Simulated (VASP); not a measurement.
A run of VASP 6.6.1:

Contents of INCAR:

```
SYSTEM = CoSi
PREC = Accurate
ENCUT = 520
EDIFF = 1E-6
ISMEAR = -1
SIGMA = 0.05
LREAL = .FALSE.
LASPH = .TRUE.
NELM = 150
ALGO = Normal
ISIF = 2
LWAVE = .FALSE.
LCHARG = .TRUE.
ISPIN = 2
MAGMOM = 2 2 2 2 0 0 0 0
LORBIT = 11
LMAXMIX = 4
GGA = PE
LELF = .TRUE.
LVHAR = .TRUE.
NBANDS = 40
```

KPOINTS

```
regular mesh
0
G
  6 6 6
  0 0 0
```

POSCAR

```
CoSi
1.0
    4.5250417059      0.0000000000      0.0000000000
    0.0000000000      4.5250417059      0.0000000000
    0.0000000000      0.0000000000      4.5250417059
Co Si
4 4
Direct
    0.8600000000      0.6400000000      0.3600000000
    0.6400000000      0.3600000000      0.8600000000
    0.3600000000      0.8600000000      0.6400000000
    0.1400000000      0.1400000000      0.1400000000
    0.1570000000      0.3430000000      0.6570000000
    0.3430000000      0.6570000000      0.1570000000
    0.6570000000      0.1570000000      0.3430000000
    0.8430000000      0.8430000000      0.8430000000
```

Potentials or basis: VASP PAW PBE potentials, release 64 (Co, Si).

Command:

```sh
$ cat potpaw_PBE.64/Co/POTCAR potpaw_PBE.64/Si/POTCAR > POTCAR
$ mpirun -np 1 vasp_std > vasp.out
```

Hardware: 1 thread of Intel Xeon 8259CL (shared host).

Task: Estimate the wall time of this run.

Result: Run time: 4.3 min on 1 thread of Intel Xeon 8259CL, on a shared host, peak memory 0.31 GiB. Counts: scf iterations 16, k points 24.
